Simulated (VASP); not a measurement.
# Sb (R-3m) in VASP: further runs, part 2 of 2

VASP 6.6.1.

## Step 3: Electric field gradients, PBE (equal xy, yz and zx shear strains of -3 %)

INCAR reads:

```
ALGO = Normal ; EDIFF = 1E-8
ENCUT = 520 ; GGA = PE
ISIF = 2 ; ISMEAR = -1
LASPH = T ; LCHARG = F
LEFG = T ; LREAL = F
LWAVE = F ; NBANDS = 8
NELM = 80 ; PREC = Accurate
SIGMA = 0.05
```

KPOINTS reads:

```
k-points
0
Gamma
  12 12 12
```

POSCAR reads:

```
Sb
1.0
   -0.0691500000      2.2704250000      2.2704250000
    2.2704250000     -0.0691500000      2.2704250000
    2.2704250000      2.2704250000     -0.0691500000
Sb
1
Direct
    0.0000000000      0.0000000000      0.0000000000
```

Potentials or basis: VASP PAW PBE potentials, release 64 (Sb).

The run is started by

```
cat potpaw_PBE.64/Sb/POTCAR > POTCAR
mpirun -np 1 vasp_std > vasp.out
```

OUTCAR:

```text
EDIFF = 1E-8
   ENCUT = 520
   GGA = PE
   ISIF = 2
   ISMEAR = -1
   LASPH = T
   LREAL = F
   NELM = 80
   PREC = Accurate

 ion  position               nearest neighbor table
   1  0.000  0.000  0.000-

  LATTYP: Found a trigonal (rhomboedric) cell.
 ALAT       =     3.2116103568
 COS(alpha) =     0.4693254694

  Lattice vectors:

 A1 = (  -0.0691500000,   2.2704250000,   2.2704250000)
 A2 = (   2.2704250000,  -0.0691500000,   2.2704250000)
 A3 = (   2.2704250000,   2.2704250000,  -0.0691500000)

Analysis of symmetry for initial positions (statically):
=====================================================================
 Subroutine PRICEL returns:
 Original cell was already a primitive cell.

 Routine SETGRP: Setting up the symmetry group for a
 trigonal (rhombohedral) supercell.
[... 445 lines left out ...]
  external PRESSURE =      91.7606166 kB  Pullay stress =       0.0000000 kB

 VOLUME and BASIS-vectors are now :
 -----------------------------------------------------------------------------
  energy-cutoff  :      520.00
  volume of cell :       24.48
      direct lattice vectors                 reciprocal lattice vectors
    -0.069150000  2.270425000  2.270425000    -0.210409173  0.217018885  0.217018885
     2.270425000 -0.069150000  2.270425000     0.217018885 -0.210409173  0.217018885
     2.270425000  2.270425000 -0.069150000     0.217018885  0.217018885 -0.210409173

 POSITION                                       TOTAL-FORCE (eV/Angst)
 -----------------------------------------------------------------------------------
      0.00000      0.00000      0.00000         0.000000     -0.000000     -0.000000
 -----------------------------------------------------------------------------------
    total drift:                                0.000000     -0.000000     -0.000000

  FREE ENERGIE OF THE ION-ELECTRON SYSTEM (eV)
  ---------------------------------------------------
  free  energy   TOTEN  =        -3.7456296108 eV

  energy  without entropy=       -3.7396635854  energy(sigma->0) =       -3.74264660

 Electric field gradients (V/A^2)
---------------------------------------------------------------------
 ion       V_xx      V_yy      V_zz      V_xy      V_xz      V_yz
---------------------------------------------------------------------
   1      -0.000     0.000     0.000     2.641     2.641     2.641
---------------------------------------------------------------------

 Electric field gradients after diagonalization (V/A^2)
 (convention: |V_zz| > |V_xx| > |V_yy|)
----------------------------------------------------------------------
 ion       V_xx      V_yy      V_zz     asymmetry (V_yy - V_xx)/ V_zz
----------------------------------------------------------------------
   1      -2.641    -2.641     5.281       0.000
----------------------------------------------------------------------

           NMR quadrupolar parameters

 Cq : quadrupolar parameter    Cq=e*Q*V_zz/h
 eta: asymmetry parameters     (V_yy - V_xx)/ V_zz
 Q  : nuclear electric quadrupole moment in mb (millibarn)
----------------------------------------------------------------------
 ion       Cq(MHz)       eta       Q (mb)
----------------------------------------------------------------------
   1       0.013       0.000       1.000
----------------------------------------------------------------------
```

It took 9 s on 1 thread of Intel Xeon 6975P-C (Granite Rapids), shared host; peak memory 0.16 GiB.

Results:

```
Free energy : -3.7456 eV
Pressure    : 9.2 GPa
```

Electric field gradients, principal values (V/Å²):
```
atom   least  middle  greatest (by size)
1 Sb  -2.641  -2.641               5.281
```

Caveat: the cell differs from its parent crystal (equal xy, yz and zx shear strains of -3 %); without QUAD_EFG the Cq values of the log hold for a quadrupole moment of 1 mb, not for the nuclei; spin-orbit coupling is left out, which moves the levels of the heavy elements.

## Step 4: Electric field gradients, PBE (equal xy, yz and zx shear strains of -1 %)

INCAR reads:

```
SYSTEM = Sb
ALGO     = Normal         ! electronic algorithm
EDIFF    = 1E-8           ! SCF threshold, eV
ENCUT    = 520            ! plane-wave cutoff, eV
GGA      = PE             ! functional
ISIF     = 2              ! what is computed and relaxed
ISMEAR   = -1             ! smearing method
LASPH    = .True.         ! aspherical terms in the spheres
LCHARG   = .False.        ! write CHGCAR
LEFG     = .True.       
LREAL    = .False.        ! projectors in reciprocal space
LWAVE    = .False.        ! write WAVECAR
NBANDS   = 8              ! bands
NELM     = 60             ! most SCF steps
PREC     = Accurate       ! precision mode
SIGMA    = 0.05           ! smearing width, eV
```

KPOINTS reads:

```
k-points
0
Gamma
  12 12 12
  0 0 0
```

POSCAR reads:

```
Sb
1.0
   -0.0230500000      2.2934750000      2.2934750000
    2.2934750000     -0.0230500000      2.2934750000
    2.2934750000      2.2934750000     -0.0230500000
Sb
1
Direct
    0.0000000000      0.0000000000      0.0000000000
```

Potentials or basis: VASP PAW PBE potentials, release 64 (Sb).

The run is started by

```
cat potpaw_PBE.64/Sb/POTCAR > POTCAR
mpirun -np 1 vasp_std > vasp.out
```

OUTCAR:

```text
SYSTEM = Sb
   EDIFF = 1E-8
   ENCUT = 520
   GGA = PE
   ISIF = 2
   ISMEAR = -1
   LASPH = .True.
   LREAL = .False.
   NELM = 60
   PREC = Accurate

 ion  position               nearest neighbor table
   1  0.000  0.000  0.000-

  LATTYP: Found a trigonal (rhomboedric) cell.
 ALAT       =     3.2435453525
 COS(alpha) =     0.4899250057

  Lattice vectors:

 A1 = (  -0.0230500000,   2.2934750000,   2.2934750000)
 A2 = (   2.2934750000,  -0.0230500000,   2.2934750000)
 A3 = (   2.2934750000,   2.2934750000,  -0.0230500000)

Analysis of symmetry for initial positions (statically):
=====================================================================
 Subroutine PRICEL returns:
 Original cell was already a primitive cell.

 Routine SETGRP: Setting up the symmetry group for a
[... 446 lines left out ...]
  external PRESSURE =      86.6959724 kB  Pullay stress =       0.0000000 kB

 VOLUME and BASIS-vectors are now :
 -----------------------------------------------------------------------------
  energy-cutoff  :      520.00
  volume of cell :       24.49
      direct lattice vectors                 reciprocal lattice vectors
    -0.023050000  2.293475000  2.293475000    -0.214750433  0.216930641  0.216930641
     2.293475000 -0.023050000  2.293475000     0.216930641 -0.214750433  0.216930641
     2.293475000  2.293475000 -0.023050000     0.216930641  0.216930641 -0.214750433

 POSITION                                       TOTAL-FORCE (eV/Angst)
 -----------------------------------------------------------------------------------
      0.00000      0.00000      0.00000         0.000000     -0.000000      0.000000
 -----------------------------------------------------------------------------------
    total drift:                               -0.000000      0.000000      0.000000

  FREE ENERGIE OF THE ION-ELECTRON SYSTEM (eV)
  ---------------------------------------------------
  free  energy   TOTEN  =        -3.7495230852 eV

  energy  without entropy=       -3.7431271955  energy(sigma->0) =       -3.74632514

 Electric field gradients (V/A^2)
---------------------------------------------------------------------
 ion       V_xx      V_yy      V_zz      V_xy      V_xz      V_yz
---------------------------------------------------------------------
   1      -0.000    -0.000     0.000    -0.041    -0.041    -0.041
---------------------------------------------------------------------

 Electric field gradients after diagonalization (V/A^2)
 (convention: |V_zz| > |V_xx| > |V_yy|)
----------------------------------------------------------------------
 ion       V_xx      V_yy      V_zz     asymmetry (V_yy - V_xx)/ V_zz
----------------------------------------------------------------------
   1       0.041     0.041    -0.083       0.000
----------------------------------------------------------------------

           NMR quadrupolar parameters

 Cq : quadrupolar parameter    Cq=e*Q*V_zz/h
 eta: asymmetry parameters     (V_yy - V_xx)/ V_zz
 Q  : nuclear electric quadrupole moment in mb (millibarn)
----------------------------------------------------------------------
 ion       Cq(MHz)       eta       Q (mb)
----------------------------------------------------------------------
   1      -0.000       0.000       1.000
----------------------------------------------------------------------
```

It took 9.4 s on 1 thread of Intel Xeon 6975P-C (Granite Rapids), shared host; peak memory 0.15 GiB.

Results:

- Free energy: -3.7495 eV
- Pressure: 8.7 GPa

Stress tensor (GPa, compression positive):
```
8.67 0.21 0.21
0.21 8.67 0.21
0.21 0.21 8.67
```

Levels at points of the mesh, in eV from the Fermi level:
```tsv
k point	band 1	band 2	band 3	band 4	band 5
(0.00, 0.00, 0.00)	-13.77	5.87	5.87	6.20	10.09
(0.50, 0.00, 0.00)	-9.52	-6.53	4.06	4.15	8.81
(0.50, 0.50, 0.00)	-7.56	-5.52	0.20	0.46	4.14
(0.50, 0.50, 0.50)	-9.31	-6.49	3.86	3.86	8.55
```

Caveat: the cell differs from its parent crystal (equal xy, yz and zx shear strains of -1 %); without QUAD_EFG the Cq values of the log hold for a quadrupole moment of 1 mb, not for the nuclei; spin-orbit coupling is left out, which moves the levels of the heavy elements.
